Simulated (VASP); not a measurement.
# Fe (Im-3m) in VASP: further runs

Runs on Fe. Level: PBE. Tasks: single point.

All numbers are computed with VASP 6.6.1; they aren't measurements. Logs are shortened: lines on timing, memory, paths and dates and some standing lists are left out, and cuts for length are marked.

### Step 1. The cell of the first run

The structure is cubic, space group Im-3m (No. 229). Conventional cell: a = 2.886 Å, b = 2.886 Å, c = 2.886 Å, α = 90.00°, β = 90.00°, γ = 90.00°. Fe (site symmetry m-3m) has 14 Fe at 2.50 to 2.89 Å within 3.3 Å.

### Step 2. Single point, PBE, collinear spin, ferromagnetic start

Input file INCAR:

```
SYSTEM = Fe
ALGO     = Normal         ! electronic algorithm
EDIFF    = 1E-7           ! SCF threshold, eV
ENCUT    = 520            ! plane-wave cutoff, eV
GGA      = PE             ! functional
ISIF     = 2              ! what is computed and relaxed
ISMEAR   = -1             ! smearing method
ISPIN    = 2              ! spin polarisation
LASPH    = .TRUE.         ! aspherical terms in the spheres
LCHARG   = .FALSE.        ! write CHGCAR
LMAXMIX  = 4              ! l up to which the mixer works
LORBIT   = 11             ! projections on sites
LREAL    = .FALSE.        ! projectors in reciprocal space
LWAVE    = .FALSE.        ! write WAVECAR
MAGMOM   = 0.8            ! initial moments
NBANDS   = 14             ! bands
NELM     = 150            ! most SCF steps
NUPDOWN  = 0.8            ! fixed moment
PREC     = Accurate       ! precision mode
SIGMA    = 0.05           ! smearing width, eV
```

Input file KPOINTS:

```
k-points
0
G
  11 11 11
  0 0 0
```

Input file POSCAR:

```
Fe
1.0
   -1.4430000000      1.4430000000      1.4430000000
    1.4430000000     -1.4430000000      1.4430000000
    1.4430000000      1.4430000000     -1.4430000000
Fe
1
Direct
    0.0000000000      0.0000000000      0.0000000000
```

Potentials or basis: VASP PAW PBE potentials, release 64 (Fe).

Command:

```console
$ cat potpaw_PBE.64/Fe/POTCAR > POTCAR
$ mpirun -np 1 vasp_std > vasp.out
```

OUTCAR:

```text
SYSTEM = Fe
   EDIFF = 1E-7
   ENCUT = 520
   GGA = PE
   ISIF = 2
   ISMEAR = -1
   ISPIN = 2
   LASPH = .TRUE.
   LORBIT = 11
   LREAL = .FALSE.
   NELM = 150
   NUPDOWN = 0.8
   PREC = Accurate

 ion  position               nearest neighbor table
   1  0.000  0.000  0.000-

  LATTYP: Found a body centered cubic cell.
 ALAT       =     2.8860000000

  Lattice vectors:

 A1 = (  -1.4430000000,   1.4430000000,   1.4430000000)
 A2 = (   1.4430000000,  -1.4430000000,   1.4430000000)
 A3 = (   1.4430000000,   1.4430000000,  -1.4430000000)

Analysis of symmetry for initial positions (statically):
=====================================================================
 Subroutine PRICEL returns:
 Original cell was already a primitive cell.

 Routine SETGRP: Setting up the symmetry group for a
 body centered cubic supercell.

 Subroutine GETGRP returns: Found 48 space group operations
 (whereof 48 operations were pure point group operations)
 out of a pool of 48 trial point group operations.

The static configuration has the point symmetry O_h .

Analysis of symmetry for dynamics (positions and initial velocities):
=====================================================================
 Subroutine PRICEL returns:
 Original cell was already a primitive cell.

 Routine SETGRP: Setting up the symmetry group for a
 body centered cubic supercell.

 Subroutine GETGRP returns: Found 48 space group operations
 (whereof 48 operations were pure point group operations)
 out of a pool of 48 trial point group operations.

The dynamic configuration has the point symmetry O_h .

Analysis of structural, dynamic, and magnetic symmetry:
=====================================================================
 Subroutine PRICEL returns:
 Original cell was already a primitive cell.

 Routine SETGRP: Setting up the symmetry group for a
 body centered cubic supercell.

 Subroutine GETGRP returns: Found 48 space group operations
 (whereof 48 operations were pure point group operations)
 out of a pool of 48 trial point group operations.

The overall configuration has the point symmetry O_h .

 Subroutine INISYM returns: Found 48 space group operations
 (whereof 48 operations are pure point group operations),
 and found     1 'primitive' translations

----------------------------------------------------------------------------------------

                                     Primitive cell

  volume of cell :      12.0187

  direct lattice vectors                    reciprocal lattice vectors
    -1.443000000  1.443000000  1.443000000     0.000000000  0.346500347  0.346500347
     1.443000000 -1.443000000  1.443000000     0.346500347  0.000000000  0.346500347
     1.443000000  1.443000000 -1.443000000     0.346500347  0.346500347  0.000000000

  length of vectors
     2.499349315  2.499349315  2.499349315     0.490025489  0.490025489  0.490025489

  position of ions in fractional coordinates (direct lattice)
     0.000000000  0.000000000  0.000000000

  ion indices of the primitive-cell ions
   primitive index   ion index
                 1           1

----------------------------------------------------------------------------------------

 KPOINTS: k-points

Automatic generation of k-mesh.
 Grid dimensions read from file:
 generate k-points for:   11   11   11

 Generating k-lattice:

  Cartesian coordinates                     Fractional coordinates (reciprocal lattice)
     0.000000000  0.031500032  0.031500032     0.090909091  0.000000000  0.000000000
     0.031500032  0.000000000  0.031500032     0.000000000  0.090909091  0.000000000
     0.031500032  0.031500032  0.000000000     0.000000000  0.000000000  0.090909091

  Length of vectors
     0.044547772  0.044547772  0.044547772

  Shift w.r.t. Gamma in fractional coordinates (k-lattice)
     0.000000000  0.000000000  0.000000000

 Subroutine IBZKPT returns following result:
 ===========================================

 Found     56 irreducible k-points:

 Following reciprocal coordinates:
            Coordinates               Weight
  0.000000  0.000000  0.000000      1.000000
  0.090909  0.000000  0.000000     12.000000
  0.181818  0.000000  0.000000     12.000000
  0.272727  0.000000  0.000000     12.000000
  0.363636  0.000000  0.000000     12.000000
  0.454545  0.000000  0.000000     12.000000
[... 16 lines left out ...]
  0.272727  0.181818  0.090909     48.000000
  0.363636  0.181818  0.090909     24.000000
 [... further k-points ...]
   k-points           NKPTS =     56   k-points in BZ     NKDIM =     56   number of bands    NBANDS=     14
   number of dos      NEDOS =    301   number of ions     NIONS =      1
   total plane-waves  NPLWV =   8000
   dimension x,y,z NGX =    20 NGY =   20 NGZ =   20
   dimension x,y,z NGXF=    40 NGYF=   40 NGZF=   40
   ions per type =               1
   NGX,Y,Z   is equivalent  to a cutoff of  13.30, 13.30, 13.30 a.u.
   NGXF,Y,Z  is equivalent  to a cutoff of  26.61, 26.61, 26.61 a.u.
 SYSTEM =  Fe
   PREC   = accura    normal or accurate (medium, high low for compatibility)
   ISTART =      0    job   : 0-new  1-cont  2-samecut
   ICHARG =      2    charge: 1-file 2-atom 10-const
   ISPIN  =      2    spin polarized calculation?
   LNONCOLLINEAR =      F non collinear calculations
   LSORBIT =      F    spin-orbit coupling
   LASPH  =      T    aspherical Exc in radial PAW
   ENCUT  =  520.0 eV  38.22 Ry    6.18 a.u.   4.65  4.65  4.65*2*pi/ulx,y,z
   NELM   =    150;   NELMIN=  2; NELMDL= -5     # of ELM steps
   EDIFF  = 0.1E-06   stopping-criterion for ELM
   LREAL  =      F    real-space projection
   EDIFFG = 0.1E-05   stopping-criterion for IOM
   NSW    =      0    number of steps for IOM
   IBRION =     -1    ionic relax: 0-MD 1-quasi-New 2-CG
   NFREE  =      0    steps in history (QN), initial steepest desc. (CG)
   ISIF   =      2    stress and relaxation
   ISYM   =      2    0-nonsym 1-usesym 2-fastsym
   POTIM  = 0.5000    time-step for ionic-motion
   TEBEG  =    0.0;   TEEND  =   0.0 temperature during run
   PSTRESS=    0.0 pullay stress
   NELECT =       8.0000    total number of electrons
   NUPDOWN=       0.8000    fix difference up-down
   EMIN   =  10.00;   EMAX   =-10.00  energy-range for DOS
   EFERMI =   0.00;   METHOD = LEGACY
   ISMEAR =    -1;   SIGMA  =   0.05  broadening in eV -4-tet -1-fermi 0-gaus
   EFERMI_NEDOS =   21; number of points for ismear=-14 and -15
   IALGO  =     38    algorithm
   IMIX   =      4    mixing-type and parameters
     AMIX     =   0.40;   BMIX     =  1.00
     AMIX_MAG =   1.60;   BMIX_MAG =  1.00
  volume/ion in A,a.u.               =      12.02        81.11
  Fermi-wavevector in a.u.,A,eV,Ry     =   1.429394  2.701162 27.798962  2.043166
  Thomas-Fermi vector in A             =   2.549352
   LORBIT       =     11    0 simple, 1 ext, 2 COOP (PROOUT), +10 PAW based schemes
   GGA     = PE    functional components
   LHFCALC =     F    Hartree Fock is set to
   AEXX    =    0.0000 exact exchange contribution
   IVDW    =     0    specifies the selected vdW correction
   LEPSILON=     F    determine dielectric tensor
   LRPA    =     F    only Hartree local field effects (RPA)
 spin polarized calculation
  energy-cutoff  :      520.00
  volume of cell :       12.02
 maximum number of plane-waves:       335
   NGX =  9   NGY =  9   NGZ =  9

 number of electron       7.9999995 magnetization       0.8000000

 Free energy of the ion-electron system (eV)
  ---------------------------------------------------
  ext. energy  EPLUGINS =         0.00000000
  ---------------------------------------------------
  free energy    TOTEN  =        -7.79129220 eV

  energy without entropy =       -7.76943143  energy(sigma->0) =       -7.78036181

 E-fermi :   5.6633     XC(G=0): -12.8363

 val. band max:        5.6504329666   @ k =  -0.4545   0.4545   0.3636
 cond. band min:       4.9625807601   @ k =   0.2727   0.0000   0.0000
 fundamental gap:     -0.6878522066
 Fermi energy:         4.9527861773

 spin component 1

 k-point     1 :       0.0000    0.0000    0.0000
  band No.  band energies     occupation
      1      -2.7567      1.00000
      2       3.6318      1.00000
      3       3.6318      1.00000
      4       3.6318      1.00000
      5       4.6073      0.99900
      6       4.6073      0.99900
      7      29.7361      0.00000
      8      29.7361      0.00000
      9      29.7361      0.00000
     10      34.4622      0.00000
     11      34.4622      0.00000
     12      36.7102      0.00000
     13      36.7102      0.00000
     14      36.7102      0.00000
[... 375 lines left out ...]
 k-point    24 :       0.3636    0.1818    0.0909
  band No.  band energies     occupation
      1       1.8877      1.00000
      2       2.5224      1.00000
      3       3.4953      1.00000
      4       4.7959      0.95845
      5       4.8629      0.85784
      6       9.8670      0.00000
      7      12.7691      0.00000
      8      17.3667      0.00000
      9      20.3779      0.00000
     10      34.1401      0.00000
     11      38.6988      0.00000
     12      39.3177      0.00000
     13      44.8458      0.00000
     14      44.8933      0.00000

 [... further k-points ...]

 spin component 2

 k-point     1 :       0.0000    0.0000    0.0000
  band No.  band energies     occupation
      1      -2.8039      1.00000
      2       4.1104      1.00000
      3       4.1105      1.00000
      4       4.1105      1.00000
      5       6.0914      0.00019
      6       6.0915      0.00019
      7      29.4745      0.00000
      8      29.4745      0.00000
      9      29.4745      0.00000
     10      34.5682      0.00000
     11      34.5683      0.00000
     12      36.7142      0.00000
     13      36.7142      0.00000
     14      36.7143      0.00000
[... 375 lines left out ...]
 k-point    24 :       0.3636    0.1818    0.0909
  band No.  band energies     occupation
      1       2.2862      1.00000
      2       2.9164      1.00000
      3       3.8152      1.00000
      4       6.1006      0.00016
      5       6.3031      0.00000
      6      10.1231      0.00000
      7      13.0859      0.00000
      8      17.4985      0.00000
      9      20.4863      0.00000
     10      34.0160      0.00000
     11      38.5724      0.00000
     12      39.4015      0.00000
     13      44.6793      0.00000
     14      45.1555      0.00000

 [... further k-points ...]
[... 5 lines left out ...]
  --------------------------------------------------------------------------------------
  -------------------------------------------------------------------------------------
  Total       -1.7748223     -1.7748223     -1.7748223      0.0000000      0.0000000     -0.0000000
  in kB     -236.5954952   -236.5954952   -236.5954952      0.0000000      0.0000000     -0.0000000
  external PRESSURE =    -236.5954952 kB  Pullay stress =       0.0000000 kB

 VOLUME and BASIS-vectors are now :
 -----------------------------------------------------------------------------
  energy-cutoff  :      520.00
  volume of cell :       12.02
      direct lattice vectors                 reciprocal lattice vectors
    -1.443000000  1.443000000  1.443000000     0.000000000  0.346500347  0.346500347
     1.443000000 -1.443000000  1.443000000     0.346500347  0.000000000  0.346500347
     1.443000000  1.443000000 -1.443000000     0.346500347  0.346500347  0.000000000

 POSITION                                       TOTAL-FORCE (eV/Angst)
 -----------------------------------------------------------------------------------
      0.00000      0.00000      0.00000        -0.000000     -0.000000     -0.000000
 -----------------------------------------------------------------------------------
    total drift:                                0.000000     -0.000000      0.000000

  FREE ENERGIE OF THE ION-ELECTRON SYSTEM (eV)
  ---------------------------------------------------
  free  energy   TOTEN  =        -7.7912921988 eV

  energy  without entropy=       -7.7694314268  energy(sigma->0) =       -7.78036181

 total charge

# of ion       s       p       d       tot
------------------------------------------
    1        0.455   0.481   6.217   7.153

 magnetization (x)

# of ion       s       p       d       tot
------------------------------------------
    1       -0.010  -0.051   0.885   0.824
```

Run time: 22 s. Hardware: 1 thread of Intel Xeon Platinum 8259CL at 2.50GHz (Skylake/Cascade Lake), shared host; peak memory 0.14 GiB.

What came out:

```yaml
Free_energy: -7.7913 eV
Pressure: -23.7 GPa
Net_moment: 0.80 μB per cell
Site_moments: Fe +0.82 μB
Valence_electrons_inside_the_program's_atomic_spheres: Fe 7.15
```

Caveat: the total moment is fixed, so each spin has its own Fermi level.

[end of part 1 of 2]
